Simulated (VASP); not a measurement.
# Ge in VASP: notebook

Runs on Ge. Level: PBE. Tasks: single point.

Program: VASP 6.6.1. These are calculated values, not measurements. Logs are shortened: lines on timing, memory, paths and dates and some standing lists are left out, and cuts for length are marked.

## Step 1: The cell of the first run

Symmetry: Cmmm, No. 65, orthorhombic system. The conventional cell has a = 3.829 Å, b = 3.837 Å, c = 2.711 Å, α = 90.00°, β = 90.00°, γ = 90.00°. Within 3.6 Å of Ge (site symmetry mmm) lie 6 Ge at 2.71 Å.

This isn't the form of Ge at room conditions, which is diamond.

## Step 2: Single point, PBE

INCAR reads:

```
SYSTEM = Ge
PREC = Accurate
ENCUT = 520
EDIFF = 1E-6
ISMEAR = 0
SIGMA = 0.2
LREAL = .FALSE.
LASPH = .TRUE.
NELM = 60
ALGO = Normal
ISIF = 2
LWAVE = .FALSE.
LCHARG = .TRUE.
GGA = PE
LELF = .TRUE.
LVHAR = .TRUE.
NBANDS = 36
```

KPOINTS reads:

```
regular mesh
0
G
  8 4 4
  0 0 0
```

POSCAR reads:

```
Ge
1.0
   -1.9147291214     -1.9187364467      0.0000000000
   -3.8294582429      3.8374728934      0.0000000000
    0.0000000000      0.0000000000     -5.4225000494
Ge
4
Direct
    0.0000000000      0.0000000000      0.0000000000
    0.0000000000      0.0000000000      0.5000000000
    0.0000000000      0.5000000000      0.0000000000
    0.0000000000      0.5000000000      0.5000000000
```

Potentials or basis: VASP PAW PBE potentials, release 64 (Ge_d).

Run with:

```sh
cat potpaw_PBE.64/Ge_d/POTCAR > POTCAR
mpirun -np 1 vasp_std > vasp.out
```

OUTCAR:

```text
SYSTEM = Ge
   PREC = Accurate
   ENCUT = 520
   EDIFF = 1E-6
   ISMEAR = 0
   LREAL = .FALSE.
   LASPH = .TRUE.
   NELM = 60
   ISIF = 2
   GGA = PE

 ion  position               nearest neighbor table
   1  0.000  0.000  0.000-   3 2.71   3 2.71   2 2.71   2 2.71
   2  0.000  0.000  0.500-   4 2.71   4 2.71   1 2.71   1 2.71
   3  0.000  0.500  0.000-   1 2.71   1 2.71   4 2.71   4 2.71
   4  0.000  0.500  0.500-   2 2.71   2 2.71   3 2.71   3 2.71

  LATTYP: Found a simple monoclinic cell.
 ALAT       =     2.7106709797
 B/A-ratio  =     2.0004272337
 C/A-ratio  =     2.0000000000
 COS(beta)  =    -0.0020907040

  Lattice vectors:

 A1 = (  -1.9147291214,  -1.9187364467,   0.0000000000)
 A2 = (   0.0000000000,   0.0000000000,   5.4225000494)
 A3 = (  -3.8294582429,   3.8374728934,   0.0000000000)

Analysis of symmetry for initial positions (statically):
=====================================================================
 Subroutine PRICEL returns following result:

  LATTYP: Found a base centered orthorhombic cell.
 ALAT       =     3.8294582428
 B/A-ratio  =     1.0020928941
 C/A-ratio  =     0.7079983258

  Lattice vectors:

 A1 = (  -1.9147291214,  -1.9187364467,   0.0000000000)
 A2 = (  -1.9147291214,   1.9187364467,   0.0000000000)
 A3 = (   0.0000000000,   0.0000000000,  -2.7112500247)

   4 primitive cells build up your supercell.

 Routine SETGRP: Setting up the symmetry group for a
 simple monoclinic supercell.

 Subroutine GETGRP returns: Found  4 space group operations
 (whereof  4 operations were pure point group operations)
 out of a pool of  4 trial point group operations.

The static configuration has the point symmetry C_2h.

Analysis of symmetry for dynamics (positions and initial velocities):
=====================================================================
 Subroutine PRICEL returns following result:

  LATTYP: Found a base centered orthorhombic cell.
 ALAT       =     3.8294582428
 B/A-ratio  =     1.0020928941
 C/A-ratio  =     0.7079983258

  Lattice vectors:

 A1 = (  -1.9147291214,  -1.9187364467,   0.0000000000)
 A2 = (  -1.9147291214,   1.9187364467,   0.0000000000)
 A3 = (   0.0000000000,   0.0000000000,  -2.7112500247)

   4 primitive cells build up your supercell.

 Routine SETGRP: Setting up the symmetry group for a
 simple monoclinic supercell.

 Subroutine GETGRP returns: Found  4 space group operations
 (whereof  4 operations were pure point group operations)
 out of a pool of  4 trial point group operations.

The dynamic configuration has the point symmetry C_2h.

 Subroutine INISYM returns: Found  4 space group operations
 (whereof  4 operations are pure point group operations),
 and found     4 'primitive' translations

----------------------------------------------------------------------------------------

                                     Primitive cell

  volume of cell :      19.9215

  direct lattice vectors                    reciprocal lattice vectors
    -1.914729121 -1.918736447  0.000000000    -0.261133543 -0.260588160  0.000000000
    -1.914729121  1.918736447  0.000000000    -0.261133543  0.260588160  0.000000000
     0.000000000  0.000000000 -2.711250025     0.000000000  0.000000000 -0.368833560

  length of vectors
     2.710670980  2.710670980  2.711250025     0.368913156  0.368913156  0.368833560

  position of ions in fractional coordinates (direct lattice)
     0.000000000  0.000000000  0.000000000

  ion indices of the primitive-cell ions
   primitive index   ion index
                 1           1

----------------------------------------------------------------------------------------

 KPOINTS: regular mesh

Automatic generation of k-mesh.
 Grid dimensions read from file:
 generate k-points for:    8    4    4

 Generating k-lattice:

  Cartesian coordinates                     Fractional coordinates (reciprocal lattice)
    -0.032641693 -0.032573520  0.000000000     0.125000000  0.000000000  0.000000000
    -0.032641693  0.032573520  0.000000000     0.000000000  0.250000000  0.000000000
     0.000000000  0.000000000 -0.046104195     0.000000000  0.000000000  0.250000000

  Length of vectors
     0.046114144  0.046114144  0.046104195

  Shift w.r.t. Gamma in fractional coordinates (k-lattice)
     0.000000000  0.000000000  0.000000000

 -----------------------------------------------------------------------------
|                                                                             |
|           W    W    AA    RRRRR   N    N  II  N    N   GGGG   !!!           |
|           W    W   A  A   R    R  NN   N  II  NN   N  G    G  !!!           |
|           W    W  A    A  R    R  N N  N  II  N N  N  G       !!!           |
|           W WW W  AAAAAA  RRRRR   N  N N  II  N  N N  G  GGG   !            |
|           WW  WW  A    A  R   R   N   NN  II  N   NN  G    G                |
|           W    W  A    A  R    R  N    N  II  N    N   GGGG   !!!           |
|                                                                             |
|     Your reciprocal lattice and k-lattice belong to different lattice       |
|     classes:                                                                |
|                                                                             |
|        The reciprocal lattice is simple monoclinic,                         |
|        whereas your k-lattice is base centered orthorhombic.                |
|                                                                             |
|     Results are often still useful ...                                      |
|                                                                             |
 -----------------------------------------------------------------------------

 Subroutine IBZKPT returns following result:
 ===========================================

 Found     54 irreducible k-points:

 Following reciprocal coordinates:
            Coordinates               Weight
  0.000000  0.000000  0.000000      1.000000
  0.125000  0.000000  0.000000      2.000000
  0.250000  0.000000  0.000000      2.000000
  0.375000  0.000000  0.000000      2.000000
  0.500000  0.000000  0.000000      1.000000
  0.000000  0.250000  0.000000      2.000000
[... 16 lines left out ...]
  0.500000  0.000000  0.250000      2.000000
  0.000000  0.250000  0.250000      4.000000
 [... further k-points ...]
   k-points           NKPTS =     54   k-points in BZ     NKDIM =     54   number of bands    NBANDS=     36
   number of dos      NEDOS =    301   number of ions     NIONS =      4
   total plane-waves  NPLWV =  32000
   dimension x,y,z NGX =    20 NGY =   40 NGZ =   40
   dimension x,y,z NGXF=    40 NGYF=   80 NGZF=   80
   ions per type =               4
   NGX,Y,Z   is equivalent  to a cutoff of  12.27, 12.27, 12.26 a.u.
   NGXF,Y,Z  is equivalent  to a cutoff of  24.53, 24.53, 24.53 a.u.
 SYSTEM =  Ge
   PREC   = accura    normal or accurate (medium, high low for compatibility)
   ISTART =      0    job   : 0-new  1-cont  2-samecut
   ICHARG =      2    charge: 1-file 2-atom 10-const
   ISPIN  =      1    spin polarized calculation?
   LNONCOLLINEAR =      F non collinear calculations
   LSORBIT =      F    spin-orbit coupling
   LASPH  =      T    aspherical Exc in radial PAW
   ENCUT  =  520.0 eV  38.22 Ry    6.18 a.u.   5.04 10.08 10.08*2*pi/ulx,y,z
   NELM   =     60;   NELMIN=  2; NELMDL= -5     # of ELM steps
   EDIFF  = 0.1E-05   stopping-criterion for ELM
   LREAL  =      F    real-space projection
[... 7 lines left out ...]
   TEBEG  =    0.0;   TEEND  =   0.0 temperature during run
   PSTRESS=    0.0 pullay stress
   NELECT =      56.0000    total number of electrons
   NUPDOWN=      -1.0000    fix difference up-down
   EMIN   =  10.00;   EMAX   =-10.00  energy-range for DOS
   EFERMI =   0.00;   METHOD = LEGACY
   ISMEAR =     0;   SIGMA  =   0.20  broadening in eV -4-tet -1-fermi 0-gaus
   EFERMI_NEDOS =   21; number of points for ismear=-14 and -15
   IALGO  =     38    algorithm
   IMIX   =      4    mixing-type and parameters
     AMIX     =   0.40;   BMIX     =  1.00
     AMIX_MAG =   1.60;   BMIX_MAG =  1.00
  volume/ion in A,a.u.               =      19.92       134.44
  Fermi-wavevector in a.u.,A,eV,Ry     =   1.455493  2.750483 28.823393  2.118460
  Thomas-Fermi vector in A             =   2.572521
   LORBIT       =      0    0 simple, 1 ext, 2 COOP (PROOUT), +10 PAW based schemes
   GGA     = PE    functional components
   LHFCALC =     F    Hartree Fock is set to
   AEXX    =    0.0000 exact exchange contribution
   IVDW    =     0    specifies the selected vdW correction
   LEPSILON=     F    determine dielectric tensor
   LRPA    =     F    only Hartree local field effects (RPA)
 non-spin polarized calculation
 Gauss-broadening in eV      SIGMA  =   0.20
  energy-cutoff  :      520.00
  volume of cell :       79.69
 maximum number of plane-waves:      2180
   NGX = 11   NGY = 21   NGZ = 21

 number of electron      55.9999877 magnetization

 Free energy of the ion-electron system (eV)
  ---------------------------------------------------
  ext. energy  EPLUGINS =         0.00000000
  ---------------------------------------------------
  free energy    TOTEN  =       -16.95136279 eV

  energy without entropy =      -16.90091345  energy(sigma->0) =      -16.92613812

 E-fermi :   5.8817     XC(G=0): -10.9065

 val. band max:        5.6938421308   @ k =   0.1250   0.5000   0.0000
 cond. band min:       5.9561317067   @ k =  -0.3750   0.2500   0.5000
 fundamental gap:      0.2622895759
 Fermi energy:         5.8817182511

 k-point     1 :       0.0000    0.0000    0.0000
  band No.  band energies     occupation
      1     -18.7395      2.00000
      2     -18.7393      2.00000
      3     -18.7263      2.00000
      4     -18.7261      2.00000
      5     -18.6511      2.00000
      6     -18.6355      2.00000
[... 28 lines left out ...]
     35      15.3510      0.00000
     36      15.3548      0.00000

 k-point     2 :       0.1250    0.0000    0.0000
  band No.  band energies     occupation
      1     -18.7374      2.00000
      2     -18.7115      2.00000
      3     -18.7063      2.00000
      4     -18.7061      2.00000
      5     -18.6490      2.00000
      6     -18.6039      2.00000
[... 28 lines left out ...]
     35      15.6349      0.00000
     36      15.6585      0.00000

 k-point     3 :       0.2500    0.0000    0.0000
  band No.  band energies     occupation
      1     -18.7327      2.00000
      2     -18.6680      2.00000
      3     -18.6677      2.00000
      4     -18.6441      2.00000
      5     -18.6441      2.00000
      6     -18.6057      2.00000
[... 28 lines left out ...]
     35      13.4511      0.00000
     36      13.6049      0.00000

 k-point     4 :       0.3750    0.0000    0.0000
  band No.  band energies     occupation
      1     -18.7280      2.00000
      2     -18.6430      2.00000
      3     -18.6427      2.00000
      4     -18.6392      2.00000
      5     -18.6379      2.00000
      6     -18.6378      2.00000
[... 28 lines left out ...]
     35      11.6468      0.00000
     36      14.0548      0.00000

 k-point     5 :       0.5000    0.0000    0.0000
  band No.  band energies     occupation
      1     -18.7261      2.00000
      2     -18.6512      2.00000
      3     -18.6511      2.00000
      4     -18.6373      2.00000
      5     -18.6373      2.00000
      6     -18.6371      2.00000
[... 655 lines left out ...]
 k-point    22 :       0.3750    0.0000    0.2500
  band No.  band energies     occupation
      1     -18.7082      2.00000
      2     -18.6495      2.00000
      3     -18.6360      2.00000
      4     -18.6278      2.00000
      5     -18.6257      2.00000
      6     -18.6250      2.00000
[... 28 lines left out ...]
     35      11.8226      0.00000
     36      12.5569      0.00000

 k-point    23 :       0.5000    0.0000    0.2500
  band No.  band energies     occupation
      1     -18.7061      2.00000
      2     -18.6491      2.00000
      3     -18.6430      2.00000
      4     -18.6393      2.00000
      5     -18.6379      2.00000
      6     -18.6249      2.00000
[... 28 lines left out ...]
     35      11.6462      0.00000
     36      12.5137      0.00000

 k-point    24 :       0.0000    0.2500    0.2500
  band No.  band energies     occupation
      1     -18.7228      2.00000
      2     -18.7083      2.00000
      3     -18.7082      2.00000
      4     -18.6959      2.00000
      5     -18.6495      2.00000
      6     -18.6250      2.00000
[... 28 lines left out ...]
     35      15.0061      0.00000
     36      15.0077      0.00000

 [... further k-points ...]
[... 5 lines left out ...]
  --------------------------------------------------------------------------------------
  -------------------------------------------------------------------------------------
  Total        0.5055209      0.4701122      0.4888124     -0.0000351      0.0000000      0.0000000
  in kB       10.1640664      9.4521347      9.8281231     -0.0007057      0.0000000      0.0000000
  external PRESSURE =       9.8147747 kB  Pullay stress =       0.0000000 kB

 VOLUME and BASIS-vectors are now :
 -----------------------------------------------------------------------------
  energy-cutoff  :      520.00
  volume of cell :       79.69
      direct lattice vectors                 reciprocal lattice vectors
    -1.914729121 -1.918736447  0.000000000    -0.261133543 -0.260588160  0.000000000
    -3.829458243  3.837472893  0.000000000    -0.130566772  0.130294080  0.000000000
     0.000000000  0.000000000 -5.422500049     0.000000000  0.000000000 -0.184416780

 POSITION                                       TOTAL-FORCE (eV/Angst)
 -----------------------------------------------------------------------------------
      0.00000      0.00000      0.00000         0.000000     -0.000000      0.000000
      0.00000      0.00000     -2.71125         0.000000     -0.000000      0.000000
     -1.91473      1.91874      0.00000        -0.000000      0.000000      0.000000
     -1.91473      1.91874     -2.71125         0.000000      0.000000      0.000000
 -----------------------------------------------------------------------------------
    total drift:                               -0.000000     -0.000000      0.000000

  FREE ENERGIE OF THE ION-ELECTRON SYSTEM (eV)
  ---------------------------------------------------
  free  energy   TOTEN  =       -16.9513627858 eV

  energy  without entropy=      -16.9009134466  energy(sigma->0) =      -16.92613812
```

Run time: 40 s. Hardware: 1 thread of Intel Xeon 6975P-C (Granite Rapids), shared host; peak memory 0.25 GiB.

What came out:

```
Free energy            : -16.9514 eV
Pressure               : 1.0 GPa
Band gap on the k mesh : zero (bands 28 and 29 overlap by 2.73 eV)
```

## Step 3: Single point, PBE

This run uses another cell than the first one, of 20.23 Å³/atom.

INCAR reads:

```
SYSTEM = Ge
PREC = Accurate ; ENCUT = 520
EDIFF = 1E-7 ; ISMEAR = 0
SIGMA = 0.2 ; LREAL = .FALSE.
LASPH = .TRUE. ; NELM = 60
ALGO = Normal ; ISIF = 2
LWAVE = .FALSE. ; LCHARG = .TRUE.
GGA = PE ; LELF = .TRUE.
LVHAR = .TRUE. ; NBANDS = 36
```

KPOINTS is that of step 2.

POSCAR reads:

```
Ge
1.0
   -1.9524521080     -1.9561444612      0.0001784890
   -3.9020682603      3.9095570690     -0.0043508325
   -0.0062128390      0.0044935904     -5.2998200425
Ge
4
Direct
    0.0187097808     -0.0029963234      0.0005521225
    0.0135412165      0.0030694569      0.5004754453
   -0.0146718156      0.4970018392     -0.0005038274
   -0.0175791816      0.5029250274      0.4994762596
```

Potentials or basis: VASP PAW PBE potentials, release 64 (Ge_d).

Run with:

```sh
cat potpaw_PBE.64/Ge_d/POTCAR > POTCAR
mpirun -np 1 vasp_std > vasp.out
```

Run time: 64 s. Hardware: 1 thread of Intel Xeon 6975P-C (Granite Rapids), shared host; peak memory 0.27 GiB.

It converged, with:

```
Free energy            : -16.9610 eV
Pressure               : 0.1 GPa
Largest force          : 0.005 eV/Å
Band gap on the k mesh : zero (bands 28 and 29 overlap by 2.57 eV)
```

Forces in eV/Å, atoms in the order of the input:
```
Ge   0.000  0.004  0.003
Ge   0.004 -0.003 -0.001
Ge  -0.003  0.001  0.000
Ge  -0.001 -0.002 -0.001
```

Levels at points of the mesh, in eV from the Fermi level:
```
           k point  band 24  band 25  band 26  band 27  band 28  band 29  band 30  band 31  band 32  band 33
(0.00, 0.00, 0.00)    -5.46    -5.46    -4.83    -2.67    -2.08     3.31     6.01     6.02     7.58     8.51
(0.50, 0.00, 0.00)    -4.85    -2.67    -2.61    -2.58    -2.09    -0.66    -0.10     0.57     0.60     3.09
(0.00, 0.50, 0.00)    -7.35    -4.40    -4.39    -0.72    -0.72     2.86     2.86     7.02     7.03     7.37
(0.50, 0.50, 0.00)    -4.38    -3.69    -3.69    -1.65    -1.65    -1.05    -1.05     2.28     2.28     4.42
(0.00, 0.00, 0.50)    -7.90    -4.22    -4.22     0.04     0.04     3.06     3.06     7.21     7.21     7.22
(0.50, 0.00, 0.50)    -4.44    -4.12    -4.11    -1.41    -1.41    -1.38    -1.38     3.06     3.06     4.32
(0.00, 0.50, 0.50)   -10.17     0.27     0.28     0.30     0.30     1.37     1.37     1.40     1.40     8.22
(0.50, 0.50, 0.50)    -6.76    -3.16    -3.16    -3.16    -3.15     2.98     2.99     3.00     3.01     4.82
```

The gap in the log of VASP goes by the Fermi energy; the results here count the filled bands.